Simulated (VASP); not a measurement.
Input of a VASP 6.6.1 run:

File INCAR:

```
PREC = Accurate
ENCUT = 520
EDIFF = 1E-7
ISMEAR = -1
SIGMA = 0.1
LREAL = F
LASPH = T
NELM = 100
ALGO = Normal
ISIF = 2
LWAVE = F
LCHARG = F
GGA = PE
NBANDS = 19
```

Contents of KPOINTS:

```
regular mesh
0
Gamma
  16 16 9
```

POSCAR

```
Zn
1.0
    2.6144535131      0.0000000000      0.0000000000
   -1.3072267565      2.2641831594      0.0000000000
    0.0000000000      0.0000000000      4.7178092746
Zn
2
Direct
    0.3333333333      0.6666666667      0.2500000000
    0.6666666667      0.3333333333      0.7500000000
```

Potentials or basis: VASP PAW PBE potentials, release 64 (Zn).

Run with:

```console
$ cat potpaw_PBE.64/Zn/POTCAR > POTCAR
$ mpirun -np 1 vasp_std > vasp.out
```

Estimate the pressure.

7.2 GPa.

Predict the band gap on the k mesh.

zero (band 12 reaches 5.32 eV, above the bottom of band 13 at 1.13 eV).

Stress tensor (GPa, compression positive):
```
7.23 0.00 0.00
0.00 7.23 0.00
0.00 0.00 7.04
```
